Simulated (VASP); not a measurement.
# SnO (P4/nmm) in VASP: a series of runs

SnO is run at these levels: PBE; tasks: single point.

All numbers are computed with VASP 6.6.1; they aren't measurements. Logs are shortened: lines on timing, memory, paths and dates and some standing lists are left out, and cuts for length are marked.

## Step 1: The cell of the first run

The structure is tetragonal, space group P4/nmm (No. 129). The conventional cell has a = 3.815 Å, b = 3.815 Å, c = 4.624 Å, α = 90.00°, β = 90.00°, γ = 90.00°. Sn (site symmetry 4mm) has 4 O at 2.23 Å within 3.0 Å. Within 3.0 Å of O (site symmetry -4m2) lie 4 Sn at 2.23 Å and 4 O at 2.70 Å.

## Step 2: Single point, PBE

INCAR reads:

```
SYSTEM = SnO
PREC = Accurate
ENCUT = 520
EDIFF = 1E-7
ISMEAR = 0
SIGMA = 0.01
LREAL = .FALSE.
LASPH = .TRUE.
NELM = 80
ALGO = Normal
ISIF = 2
LWAVE = .FALSE.
LCHARG = .TRUE.
GGA = PE
LELF = .TRUE.
LVHAR = .TRUE.
NBANDS = 28
```

KPOINTS reads:

```
regular mesh
0
G
  10 10 8
  0 0 0
```

POSCAR reads:

```
SnO
1.0
    3.8150272246      0.0000000000      0.0000000000
    0.0000000000      3.8150272246      0.0000000000
    0.0000000000      0.0000000000      4.6242159643
Sn O
2 2
Direct
    0.0000000000      0.5000000000      0.2502482309
    0.5000000000      0.0000000000      0.7497517691
    0.5000000000      0.5000000000      0.0000000000
    0.0000000000      0.0000000000      0.0000000000
```

Potentials or basis: VASP PAW PBE potentials, release 64 (Sn_d, O).

On the command line:

```console
> cat potpaw_PBE.64/Sn_d/POTCAR potpaw_PBE.64/O/POTCAR > POTCAR
> mpirun -np 1 vasp_std > vasp.out
```

OUTCAR:

```text
SYSTEM = SnO
   PREC = Accurate
   ENCUT = 520
   EDIFF = 1E-7
   ISMEAR = 0
   LREAL = .FALSE.
   LASPH = .TRUE.
   NELM = 80
   ISIF = 2
   GGA = PE

 ion  position               nearest neighbor table
   1  0.000  0.500  0.250-   3 2.23   4 2.23   4 2.23   3 2.23   2 3.55   2 3.55   2 3.55   2 3.55
                             2 3.55   2 3.55   2 3.55   2 3.55
   2  0.500  0.000  0.750-   3 2.23   4 2.23   3 2.23   4 2.23   1 3.55   1 3.55   1 3.55   1 3.55
                             1 3.55   1 3.55   1 3.55   1 3.55
   3  0.500  0.500  0.000-   1 2.23   2 2.23   2 2.23   1 2.23
   4  0.000  0.000  0.000-   1 2.23   2 2.23   1 2.23   2 2.23

  LATTYP: Found a simple tetragonal cell.
 ALAT       =     3.8150272246
 C/A-ratio  =     1.2121056265

  Lattice vectors:

 A1 = (   3.8150272246,   0.0000000000,   0.0000000000)
 A2 = (   0.0000000000,   3.8150272246,   0.0000000000)
 A3 = (   0.0000000000,   0.0000000000,   4.6242159643)

Analysis of symmetry for initial positions (statically):
=====================================================================
 Subroutine PRICEL returns:
 Original cell was already a primitive cell.

 Routine SETGRP: Setting up the symmetry group for a
 simple tetragonal supercell.

 Subroutine GETGRP returns: Found 16 space group operations
 (whereof  8 operations were pure point group operations)
 out of a pool of 16 trial point group operations.

The static configuration has the point symmetry D_2d.
 The point group associated with its full space group is D_4h.

Analysis of symmetry for dynamics (positions and initial velocities):
=====================================================================
 Subroutine PRICEL returns:
 Original cell was already a primitive cell.

 Routine SETGRP: Setting up the symmetry group for a
 simple tetragonal supercell.

 Subroutine GETGRP returns: Found 16 space group operations
 (whereof  8 operations were pure point group operations)
 out of a pool of 16 trial point group operations.

The dynamic configuration has the point symmetry D_2d.
 The point group associated with its full space group is D_4h.

 Subroutine INISYM returns: Found 16 space group operations
 (whereof  8 operations are pure point group operations),
 and found     1 'primitive' translations

----------------------------------------------------------------------------------------

                                     Primitive cell

  volume of cell :      67.3028

  direct lattice vectors                    reciprocal lattice vectors
     3.815027225  0.000000000  0.000000000     0.262121327  0.000000000  0.000000000
     0.000000000  3.815027225  0.000000000     0.000000000  0.262121327  0.000000000
     0.000000000  0.000000000  4.624215964     0.000000000  0.000000000  0.216252876

  length of vectors
     3.815027225  3.815027225  4.624215964     0.262121327  0.262121327  0.216252876

  position of ions in fractional coordinates (direct lattice)
     0.000000000  0.500000000  0.250248231
     0.500000000  0.000000000  0.749751769
     0.500000000  0.500000000  0.000000000
     0.000000000  0.000000000  0.000000000

  ion indices of the primitive-cell ions
   primitive index   ion index
                 1           1
                 2           2
                 3           3
                 4           4

----------------------------------------------------------------------------------------

 KPOINTS: regular mesh

Automatic generation of k-mesh.
 Grid dimensions read from file:
 generate k-points for:   10   10    8

 Generating k-lattice:

  Cartesian coordinates                     Fractional coordinates (reciprocal lattice)
     0.026212133  0.000000000  0.000000000     0.100000000  0.000000000  0.000000000
     0.000000000  0.026212133  0.000000000     0.000000000  0.100000000  0.000000000
     0.000000000  0.000000000  0.027031609     0.000000000  0.000000000  0.125000000

  Length of vectors
     0.026212133  0.026212133  0.027031609

  Shift w.r.t. Gamma in fractional coordinates (k-lattice)
     0.000000000  0.000000000  0.000000000

 Subroutine IBZKPT returns following result:
 ===========================================

 Found    105 irreducible k-points:

 Following reciprocal coordinates:
            Coordinates               Weight
  0.000000  0.000000  0.000000      1.000000
  0.100000  0.000000  0.000000      4.000000
  0.200000  0.000000  0.000000      4.000000
  0.300000  0.000000  0.000000      4.000000
  0.400000  0.000000  0.000000      4.000000
  0.500000  0.000000  0.000000      2.000000
[... 16 lines left out ...]
  0.100000  0.000000  0.125000      8.000000
  0.200000  0.000000  0.125000      8.000000
 [... further k-points ...]
   k-points           NKPTS =    105   k-points in BZ     NKDIM =    105   number of bands    NBANDS=     28
   number of dos      NEDOS =    301   number of ions     NIONS =      4
   total plane-waves  NPLWV =  28224
   dimension x,y,z NGX =    28 NGY =   28 NGZ =   36
   dimension x,y,z NGXF=    56 NGYF=   56 NGZF=   72
   ions per type =               2   2
   NGX,Y,Z   is equivalent  to a cutoff of  12.20, 12.20, 12.94 a.u.
   NGXF,Y,Z  is equivalent  to a cutoff of  24.40, 24.40, 25.88 a.u.
 SYSTEM =  SnO
   PREC   = accura    normal or accurate (medium, high low for compatibility)
   ISTART =      0    job   : 0-new  1-cont  2-samecut
   ICHARG =      2    charge: 1-file 2-atom 10-const
   ISPIN  =      1    spin polarized calculation?
   LNONCOLLINEAR =      F non collinear calculations
   LSORBIT =      F    spin-orbit coupling
   LASPH  =      T    aspherical Exc in radial PAW
   ENCUT  =  520.0 eV  38.22 Ry    6.18 a.u.   7.09  7.09  8.60*2*pi/ulx,y,z
   NELM   =     80;   NELMIN=  2; NELMDL= -5     # of ELM steps
   EDIFF  = 0.1E-06   stopping-criterion for ELM
   LREAL  =      F    real-space projection
   EDIFFG = 0.1E-05   stopping-criterion for IOM
   NSW    =      0    number of steps for IOM
   IBRION =     -1    ionic relax: 0-MD 1-quasi-New 2-CG
   NFREE  =      0    steps in history (QN), initial steepest desc. (CG)
   ISIF   =      2    stress and relaxation
   ISYM   =      2    0-nonsym 1-usesym 2-fastsym
   POTIM  = 0.5000    time-step for ionic-motion
   TEBEG  =    0.0;   TEEND  =   0.0 temperature during run
   PSTRESS=    0.0 pullay stress
   NELECT =      40.0000    total number of electrons
   NUPDOWN=      -1.0000    fix difference up-down
   EMIN   =  10.00;   EMAX   =-10.00  energy-range for DOS
   EFERMI =   0.00;   METHOD = LEGACY
   ISMEAR =     0;   SIGMA  =   0.01  broadening in eV -4-tet -1-fermi 0-gaus
   EFERMI_NEDOS =   21; number of points for ismear=-14 and -15
   IALGO  =     38    algorithm
   IMIX   =      4    mixing-type and parameters
     AMIX     =   0.40;   BMIX     =  1.00
     AMIX_MAG =   1.60;   BMIX_MAG =  1.00
  volume/ion in A,a.u.               =      16.83       113.55
  Fermi-wavevector in a.u.,A,eV,Ry     =   1.376418  2.601053 25.776601  1.894527
  Thomas-Fermi vector in A             =   2.501665
   LORBIT       =      0    0 simple, 1 ext, 2 COOP (PROOUT), +10 PAW based schemes
   GGA     = PE    functional components
   LHFCALC =     F    Hartree Fock is set to
   AEXX    =    0.0000 exact exchange contribution
   IVDW    =     0    specifies the selected vdW correction
   LEPSILON=     F    determine dielectric tensor
   LRPA    =     F    only Hartree local field effects (RPA)
 non-spin polarized calculation
 Gauss-broadening in eV      SIGMA  =   0.01
  energy-cutoff  :      520.00
  volume of cell :       67.30
 maximum number of plane-waves:      1834
   NGX = 15   NGY = 15   NGZ = 17

 number of electron      40.0000000 magnetization

 Free energy of the ion-electron system (eV)
  ---------------------------------------------------
  ext. energy  EPLUGINS =         0.00000000
  ---------------------------------------------------
  free energy    TOTEN  =       -22.63515023 eV

  energy without entropy =      -22.63511051  energy(sigma->0) =      -22.63513037

 E-fermi :   7.6085     XC(G=0): -10.5070

 val. band max:        7.6066988192   @ k =   0.1000   0.0000   0.0000
 cond. band min:       7.6546332850   @ k =   0.5000   0.5000   0.1250
 fundamental gap:      0.0479344658
 Fermi energy:         7.6084875102

 k-point     1 :       0.0000    0.0000    0.0000
  band No.  band energies     occupation
      1     -14.4190      2.00000
      2     -14.0061      2.00000
      3     -14.0061      2.00000
      4     -13.9869      2.00000
      5     -13.9607      2.00000
      6     -13.9557      2.00000
[... 20 lines left out ...]
     27      14.2160      0.00000
     28      14.5366      0.00000

 k-point     2 :       0.1000    0.0000    0.0000
  band No.  band energies     occupation
      1     -14.4128      2.00000
      2     -14.0043      2.00000
      3     -14.0027      2.00000
      4     -13.9856      2.00000
      5     -13.9606      2.00000
      6     -13.9517      2.00000
[... 20 lines left out ...]
     27      14.3279      0.00000
     28      15.3315      0.00000

 k-point     3 :       0.2000    0.0000    0.0000
  band No.  band energies     occupation
      1     -14.3953      2.00000
      2     -14.0236      2.00000
      3     -13.9986      2.00000
      4     -13.9930      2.00000
      5     -13.9602      2.00000
      6     -13.9592      2.00000
[... 20 lines left out ...]
     27      14.4857      0.00000
     28      16.9309      0.00000

 k-point     4 :       0.3000    0.0000    0.0000
  band No.  band energies     occupation
      1     -14.3679      2.00000
      2     -14.1179      2.00000
      3     -13.9889      2.00000
      4     -13.9785      2.00000
      5     -13.9586      2.00000
      6     -13.9564      2.00000
[... 20 lines left out ...]
     27      14.7550      0.00000
     28      17.9200      0.00000

 k-point     5 :       0.4000    0.0000    0.0000
  band No.  band energies     occupation
      1     -14.3297      2.00000
      2     -14.2063      2.00000
      3     -13.9766      2.00000
      4     -13.9622      2.00000
      5     -13.9572      2.00000
      6     -13.9552      2.00000
[... 20 lines left out ...]
     27      15.1413      0.00000
     28      16.7291      0.00000

 k-point     6 :       0.5000    0.0000    0.0000
  band No.  band energies     occupation
      1     -14.2771      2.00000
      2     -14.2771      2.00000
      3     -13.9649      2.00000
      4     -13.9649      2.00000
      5     -13.9530      2.00000
      6     -13.9530      2.00000
[... 463 lines left out ...]
      5     -13.9310      2.00000
      6     -13.9310      2.00000
[... 20 lines left out ...]
     27      16.0862      0.00000
     28      16.0862      0.00000

 k-point    22 :       0.0000    0.0000    0.1250
  band No.  band energies     occupation
      1     -14.4149      2.00000
      2     -14.0016      2.00000
      3     -14.0016      2.00000
      4     -13.9910      2.00000
      5     -13.9580      2.00000
      6     -13.9531      2.00000
[... 20 lines left out ...]
     27      14.2914      0.00000
     28      14.6731      0.00000

 k-point    23 :       0.1000    0.0000    0.1250
  band No.  band energies     occupation
      1     -14.4091      2.00000
      2     -14.0033      2.00000
      3     -13.9998      2.00000
      4     -13.9874      2.00000
      5     -13.9568      2.00000
      6     -13.9497      2.00000
[... 20 lines left out ...]
     27      14.4780      0.00000
     28      15.4248      0.00000

 k-point    24 :       0.2000    0.0000    0.1250
  band No.  band energies     occupation
      1     -14.3928      2.00000
      2     -14.0370      2.00000
      3     -13.9950      2.00000
      4     -13.9869      2.00000
      5     -13.9617      2.00000
      6     -13.9530      2.00000
[... 20 lines left out ...]
     27      14.7406      0.00000
     28      16.9250      0.00000

 [... further k-points ...]
[... 5 lines left out ...]
  --------------------------------------------------------------------------------------
  -------------------------------------------------------------------------------------
  Total        1.7756370      1.7756370      1.7816077      0.0000000      0.0000000      0.0000000
  in kB       42.2699157     42.2699157     42.4120500      0.0000000      0.0000000      0.0000000
  external PRESSURE =      42.3172938 kB  Pullay stress =       0.0000000 kB

 VOLUME and BASIS-vectors are now :
 -----------------------------------------------------------------------------
  energy-cutoff  :      520.00
  volume of cell :       67.30
      direct lattice vectors                 reciprocal lattice vectors
     3.815027225  0.000000000  0.000000000     0.262121327  0.000000000  0.000000000
     0.000000000  3.815027225  0.000000000     0.000000000  0.262121327  0.000000000
     0.000000000  0.000000000  4.624215964     0.000000000  0.000000000  0.216252876

 POSITION                                       TOTAL-FORCE (eV/Angst)
 -----------------------------------------------------------------------------------
      0.00000      1.90751      1.15720        -0.000000     -0.000000      0.081684
      1.90751      0.00000      3.46701         0.000000     -0.000000     -0.081684
      1.90751      1.90751      0.00000         0.000000      0.000000      0.000000
      0.00000      0.00000      0.00000         0.000000     -0.000000      0.000000
 -----------------------------------------------------------------------------------
    total drift:                                0.000000      0.000000      0.000000

  FREE ENERGIE OF THE ION-ELECTRON SYSTEM (eV)
  ---------------------------------------------------
  free  energy   TOTEN  =       -22.6351502285 eV

  energy  without entropy=      -22.6351105134  energy(sigma->0) =      -22.63513037
```

It took 63 s on 1 thread of Intel Xeon 6975P-C (Granite Rapids), shared host; peak memory 0.28 GiB.

What came out:

```
Free energy            : -22.6352 eV
Pressure               : 4.2 GPa
Largest force          : 0.082 eV/Å
Band gap on the k mesh : zero (bands 20 and 21 overlap by 0.23 eV)
```

Forces in eV/Å, atoms in the order of the input:
```
Sn   0.000  0.000  0.082
Sn   0.000  0.000 -0.082
O    0.000  0.000  0.000
O    0.000  0.000  0.000
```

Caveat: the cell stands under pressure; semilocal functionals underestimate gaps, and a narrow one can read as zero; spin-orbit coupling is left out, which moves the levels of the heavy elements.

## Step 3: Single point, PBE

This run uses another cell than the first one, of 12.00 Å³/atom.

INCAR reads:

```
SYSTEM = SnO
ALGO = Normal
EDIFF = 1E-6
ENCUT = 520
GGA = PE
ISIF = 2
ISMEAR = 0
LASPH = .True.
LCHARG = .True.
LELF = .True.
LREAL = .False.
LVHAR = .True.
LWAVE = .False.
NBANDS = 28
NELM = 60
PREC = Accurate
SIGMA = 0.1
```

KPOINTS reads:

```
k-points
0
Gamma
  12 12 10
  0 0 0
```

POSCAR reads:

```
SnO
1.0
    3.5087907617      0.0000000000      0.0000000000
    0.0000000000      3.5087907617      0.0000000000
    0.0000000000      0.0000000000      3.8973855039
Sn O
2 2
Direct
    0.0000000000      0.5000000000      0.2990070547
    0.5000000000      0.0000000000      0.7009929453
    0.5000000000      0.5000000000      0.0000000000
    0.0000000000      0.0000000000      0.0000000000
```

Potentials or basis: VASP PAW PBE potentials, release 64 (Sn_d, O).

On the command line:

```console
> cat potpaw_PBE.64/Sn_d/POTCAR potpaw_PBE.64/O/POTCAR > POTCAR
> mpirun -np 1 vasp_std > vasp.out
```

Run time: 78 s. Hardware: 1 thread of Intel Xeon 6975P-C (Granite Rapids), shared host; peak memory 0.29 GiB.

The run converged. Its results:

```
Free energy            : -20.2473 eV
Pressure               : 50.6 GPa
Largest force          : 0.119 eV/Å
Band gap on the k mesh : zero (bands 20 and 21 overlap by 2.76 eV)
```

Forces in eV/Å, atoms in the order of the input:
```
Sn   0.000  0.000  0.119
Sn   0.000  0.000 -0.119
O    0.000  0.000  0.000
O    0.000  0.000  0.000
```

Stress tensor (GPa, compression positive):
```
50.59  0.00  0.00
 0.00 50.59  0.00
 0.00  0.00 50.72
```

Levels at points of the mesh, in eV from the Fermi level:
```
           k point  band 17  band 18  band 19  band 20  band 21  band 22  band 23  band 24
(0.00, 0.00, 0.00)    -4.43    -3.76    -3.76     0.49     3.81     3.81     4.57     6.12
(0.50, 0.00, 0.00)    -6.01    -6.01    -3.93    -3.93     5.40     5.40     6.00     6.00
(0.50, 0.50, 0.00)    -2.96    -2.96    -2.17    -2.17    -1.85    -1.85     5.15     5.15
(0.00, 0.00, 0.50)    -3.75    -3.75    -2.65     0.15     1.09     1.09     2.30     3.11
(0.50, 0.00, 0.50)    -5.78    -5.78    -2.08    -2.08     4.68     4.68     4.69     4.69
(0.50, 0.50, 0.50)    -4.41    -4.41    -2.98    -2.98     1.96     1.96     7.27     7.27
```

Caveat: the cell stands under pressure; spin-orbit coupling is left out, which moves the levels of the heavy elements.

The gap in the log of VASP goes by the Fermi energy; the results here count the filled bands.